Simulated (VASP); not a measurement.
# Tl (R-3m) in VASP: further runs, part 2 of 2

VASP 6.6.1.

### 4 Electric field gradients, LDA (equal xy, yz and zx shear strains of +1 %)

INCAR reads:

```
PREC = Accurate ; ENCUT = 520
EDIFF = 1E-8 ; ISMEAR = -1
SIGMA = 0.05 ; LREAL = F
LASPH = T ; NELM = 60
ALGO = Normal ; ISIF = 2
LWAVE = F ; LCHARG = F
GGA = CA ; LEFG = T
NBANDS = 12
```

KPOINTS reads:

```
Automatic mesh
0
Gamma
  13 13 13
```

POSCAR reads:

```
Tl
1.0
   -1.9215900000      1.9410000000      1.9410000000
    1.9410000000     -1.9215900000      1.9410000000
    1.9410000000      1.9410000000     -1.9215900000
Tl
1
Direct
    0.0000000000      0.0000000000      0.0000000000
```

Potentials or basis: VASP PAW LDA potentials, release 64 (Tl_d).

Run with:

```
cat potpaw_LDA.64/Tl_d/POTCAR > POTCAR
mpirun -np 1 vasp_std > vasp.out
```

OUTCAR:

```text
PREC = Accurate
   ENCUT = 520
   EDIFF = 1E-8
   ISMEAR = -1
   LREAL = F
   LASPH = T
   NELM = 60
   ISIF = 2
   GGA = CA

 ion  position               nearest neighbor table
   1  0.000  0.000  0.000-

  LATTYP: Found a trigonal (rhomboedric) cell.
 ALAT       =     3.3507417281
 COS(alpha) =    -0.3288480252

  Lattice vectors:

 A1 = (  -1.9215900000,   1.9410000000,   1.9410000000)
 A2 = (   1.9410000000,  -1.9215900000,   1.9410000000)
 A3 = (   1.9410000000,   1.9410000000,  -1.9215900000)

Analysis of symmetry for initial positions (statically):
=====================================================================
 Subroutine PRICEL returns:
 Original cell was already a primitive cell.

 Routine SETGRP: Setting up the symmetry group for a
 trigonal (rhombohedral) supercell.

 Subroutine GETGRP returns: Found 12 space group operations
 (whereof 12 operations were pure point group operations)
 out of a pool of 12 trial point group operations.

The static configuration has the point symmetry D_3d.

Analysis of symmetry for dynamics (positions and initial velocities):
=====================================================================
 Subroutine PRICEL returns:
 Original cell was already a primitive cell.

 Routine SETGRP: Setting up the symmetry group for a
 trigonal (rhombohedral) supercell.

 Subroutine GETGRP returns: Found 12 space group operations
 (whereof 12 operations were pure point group operations)
 out of a pool of 12 trial point group operations.

The dynamic configuration has the point symmetry D_3d.

 Subroutine INISYM returns: Found 12 space group operations
 (whereof 12 operations are pure point group operations),
 and found     1 'primitive' translations

----------------------------------------------------------------------------------------

                                     Primitive cell

  volume of cell :      29.2485

  direct lattice vectors                    reciprocal lattice vectors
    -1.921590000  1.941000000  1.941000000    -0.002563303  0.256330340  0.256330340
     1.941000000 -1.921590000  1.941000000     0.256330340 -0.002563303  0.256330340
     1.941000000  1.941000000 -1.921590000     0.256330340  0.256330340 -0.002563303

  length of vectors
     3.350741728  3.350741728  3.350741728     0.362514907  0.362514907  0.362514907

  position of ions in fractional coordinates (direct lattice)
     0.000000000  0.000000000  0.000000000

  ion indices of the primitive-cell ions
   primitive index   ion index
                 1           1

----------------------------------------------------------------------------------------

 KPOINTS: Automatic mesh

Automatic generation of k-mesh.
 Grid dimensions read from file:
 generate k-points for:   13   13   13

 Generating k-lattice:

[... 72 lines left out ...]
   NELECT =      13.0000    total number of electrons
   NUPDOWN=      -1.0000    fix difference up-down
   EMIN   =  10.00;   EMAX   =-10.00  energy-range for DOS
   EFERMI =   0.00;   METHOD = LEGACY
   ISMEAR =    -1;   SIGMA  =   0.05  broadening in eV -4-tet -1-fermi 0-gaus
   EFERMI_NEDOS =   21; number of points for ismear=-14 and -15
   IALGO  =     38    algorithm
   IMIX   =      4    mixing-type and parameters
     AMIX     =   0.40;   BMIX     =  1.00
     AMIX_MAG =   1.60;   BMIX_MAG =  1.00
  volume/ion in A,a.u.               =      29.25       197.38
  Fermi-wavevector in a.u.,A,eV,Ry     =   1.249361  2.360950 21.237369  1.560903
  Thomas-Fermi vector in A             =   2.383405
   LORBIT       =      0    0 simple, 1 ext, 2 COOP (PROOUT), +10 PAW based schemes
   GGA     = CA    functional components
   LHFCALC =     F    Hartree Fock is set to
   AEXX    =    0.0000 exact exchange contribution
   IVDW    =     0    specifies the selected vdW correction
   LEPSILON=     F    determine dielectric tensor
   LRPA    =     F    only Hartree local field effects (RPA)
 non-spin polarized calculation
  energy-cutoff  :      520.00
  volume of cell :       29.25
 maximum number of plane-waves:       798
 NGX is ok and might be reduce to    28
   NGX = 13   NGY = 13   NGZ = 13

 number of electron      13.0000001 magnetization

 Free energy of the ion-electron system (eV)
  ---------------------------------------------------
  ext. energy  EPLUGINS =         0.00000000
  ---------------------------------------------------
  free energy    TOTEN  =        -2.91497619 eV

  energy without entropy =       -2.90964840  energy(sigma->0) =       -2.91231230

 E-fermi :   6.0125     XC(G=0): -10.3954

 val. band max:        5.9996435839   @ k =  -0.3846  -0.3846   0.2308
 cond. band min:       6.0200583130   @ k =  -0.3846   0.3846   0.1538
 fundamental gap:      0.0204147291
 Fermi energy:         6.0125381375

 k-point     1 :       0.0000    0.0000    0.0000
  band No.  band energies     occupation
      1      -5.5555      2.00000
      2      -5.5555      2.00000
      3      -5.5130      2.00000
      4      -5.1238      2.00000
      5      -5.1238      2.00000
      6      -3.8605      2.00000
      7      16.3788      0.00000
      8      16.6501      0.00000
      9      16.6501      0.00000
     10      18.3197      0.00000
     11      18.3197      0.00000
     12      18.4780      0.00000
[... 331 lines left out ...]
 k-point    24 :       0.4615    0.1538    0.0000
  band No.  band energies     occupation
      1      -5.6933      2.00000
      2      -5.5750      2.00000
      3      -5.1640      2.00000
      4      -5.1523      2.00000
      5      -4.9461      2.00000
      6       0.9472      2.00000
      7       4.1379      2.00000
      8       9.4349      0.00000
      9      12.6011      0.00000
     10      17.3597      0.00000
     11      20.0521      0.00000
     12      20.9595      0.00000

 [... further k-points ...]

------------------------ aborting loop because EDIFF is reached ----------------------------------------

  FORCE on cell =-STRESS in cart. coord.  units (eV):
  Direction    XX          YY          ZZ          XY          YZ          ZX
  --------------------------------------------------------------------------------------
  -------------------------------------------------------------------------------------
  Total       -0.4458460     -0.4458460     -0.4458460     -0.0108248     -0.0108248     -0.0108248
  in kB      -24.4225698    -24.4225698    -24.4225698     -0.5929617     -0.5929617     -0.5929617
  external PRESSURE =     -24.4225698 kB  Pullay stress =       0.0000000 kB

 VOLUME and BASIS-vectors are now :
 -----------------------------------------------------------------------------
  energy-cutoff  :      520.00
  volume of cell :       29.25
      direct lattice vectors                 reciprocal lattice vectors
    -1.921590000  1.941000000  1.941000000    -0.002563303  0.256330340  0.256330340
     1.941000000 -1.921590000  1.941000000     0.256330340 -0.002563303  0.256330340
     1.941000000  1.941000000 -1.921590000     0.256330340  0.256330340 -0.002563303

 POSITION                                       TOTAL-FORCE (eV/Angst)
 -----------------------------------------------------------------------------------
      0.00000      0.00000      0.00000        -0.000000      0.000000     -0.000000
 -----------------------------------------------------------------------------------
    total drift:                               -0.000000     -0.000000     -0.000000

  FREE ENERGIE OF THE ION-ELECTRON SYSTEM (eV)
  ---------------------------------------------------
  free  energy   TOTEN  =        -2.9149761894 eV

  energy  without entropy=       -2.9096484050  energy(sigma->0) =       -2.91231230

 Electric field gradients (V/A^2)
---------------------------------------------------------------------
 ion       V_xx      V_yy      V_zz      V_xy      V_xz      V_yz
---------------------------------------------------------------------
   1      -0.000     0.000    -0.000     6.516     6.516     6.516
---------------------------------------------------------------------

 Electric field gradients after diagonalization (V/A^2)
 (convention: |V_zz| > |V_xx| > |V_yy|)
----------------------------------------------------------------------
 ion       V_xx      V_yy      V_zz     asymmetry (V_yy - V_xx)/ V_zz
----------------------------------------------------------------------
   1      -6.516    -6.516    13.033       0.000
----------------------------------------------------------------------

           NMR quadrupolar parameters

 Cq : quadrupolar parameter    Cq=e*Q*V_zz/h
 eta: asymmetry parameters     (V_yy - V_xx)/ V_zz
 Q  : nuclear electric quadrupole moment in mb (millibarn)
----------------------------------------------------------------------
 ion       Cq(MHz)       eta       Q (mb)
----------------------------------------------------------------------
   1       0.032       0.000       1.000
----------------------------------------------------------------------
```

Run time: 2 min. Hardware: 1 thread of Intel Xeon 8259CL, shared host; peak memory 0.2 GiB.

What came out:

```
Free energy                             : -2.9150 eV
Pressure                                : -2.4 GPa
Band gap on the k mesh                  : zero (an odd number of electrons rules out a gap without spin polarisation)
Largest electric field gradient by atom : Tl +13.0 V/Å²
```

Electric field gradients, principal values (V/Å²):
```csv
atom,least,middle,greatest (by size)
1 Tl,-6.516,-6.516,13.033
```

Caveat: the cell differs from its parent crystal (equal xy, yz and zx shear strains of +1 %); without QUAD_EFG the Cq values of the log hold for a quadrupole moment of 1 mb, not for the nuclei; spin-orbit coupling is left out, which moves the levels of the heavy elements.

### 5 Overview

| cell | gap on the mesh (eV) | pressure (GPa) |
| --- | --- | --- |
| a = 3.384 Å, angles 110.0°, 1 atom | none | -2.4 |
| a = 3.373 Å, angles 109.7°, 1 atom | none | -2.4 |
| a = 3.351 Å, angles 109.2°, 1 atom | none | -2.4 |

Alike in all rows: task electric field gradients; level LDA; potentials or basis VASP PAW LDA potentials, release 64 (Tl_d); no spin polarisation; k mesh 13 × 13 × 13; cutoff (eV) 520; smearing fermi-dirac 0.05 eV.

Caveats: spin-orbit coupling is left out, which moves the levels of the heavy elements.

Absolute energies hang on the potentials; compare differences alone.

The gap in the log of VASP goes by the Fermi energy; the results here count the filled bands.